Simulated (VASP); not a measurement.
Set up this calculation in VASP 6.6.1, as the native input.

```yaml
Task: single point
Functional: PBE
Potentials_or_basis: VASP PAW PBE potentials, release 64 (Ba_sv, Re_sv_GW)
Cutoff: 560 eV
k_mesh: 6 × 6 × 6
Occupations: gaussian, width 0.1 eV
Spin: no spin polarisation
Dipole_correction: no
Further_INCAR_settings: ALGO = Normal; EDIFF = 1e-06; NBANDS = 20
```

The structure of BaRe lies in POSCAR:

```
BaRe
1.0
    1.5068362980      0.8699723440      5.9122169849
   -1.5068362980      0.8699723440      5.9122169849
    0.0000000000     -1.7399446829      5.9122169857
Ba Re
1 1
Direct
    0.0000000000      0.0000000000      0.0000000000
    0.5000000000      0.5000000000      0.5000000000
```

The cell was generated, and may not be a known phase.

These files were run (other wordings do the same):

INCAR

```
SYSTEM = BaRe
PREC     = Accurate       ! precision mode
ENCUT    = 560            ! plane-wave cutoff, eV
EDIFF    = 1E-6           ! SCF threshold, eV
ISMEAR   = 0              ! smearing method
SIGMA    = 0.1            ! smearing width, eV
LREAL    = .False.        ! projectors in reciprocal space
LASPH    = .True.         ! aspherical terms in the spheres
NELM     = 120            ! most SCF steps
ALGO     = Normal         ! electronic algorithm
ISIF     = 2              ! what is computed and relaxed
LWAVE    = .False.        ! write WAVECAR
LCHARG   = .False.        ! write CHGCAR
GGA      = PE             ! functional
NBANDS   = 20             ! bands
GGA_COMPAT= .False.
```

KPOINTS

```
Automatic mesh
0
Gamma
  6 6 6
  0 0 0
```

Potentials or basis: VASP PAW PBE potentials, release 64 (Ba_sv, Re_sv_GW).

The run is started by

```sh
$ cat potpaw_PBE.64/Ba_sv/POTCAR potpaw_PBE.64/Re_sv_GW/POTCAR > POTCAR
$ mpirun -np 1 vasp_std > vasp.out
```

It gave:

| Item | Value |
| --- | --- |
| Pressure | 3.0 GPa |
| Band gap on the k mesh | zero (an odd number of electrons rules out a gap without spin polarisation) |

Caveat: the k points lie up to 0.41 Å⁻¹ apart, too coarse for converged energies and pressures of a metal; spin-orbit coupling is left out, which moves the levels of the heavy elements.

Run time: 2.9 min on 1 thread of Intel(R) Xeon(R) Platinum 8375C CPU @ 2.90GHz (Ice Lake), on a shared host, peak memory 0.35 GiB.
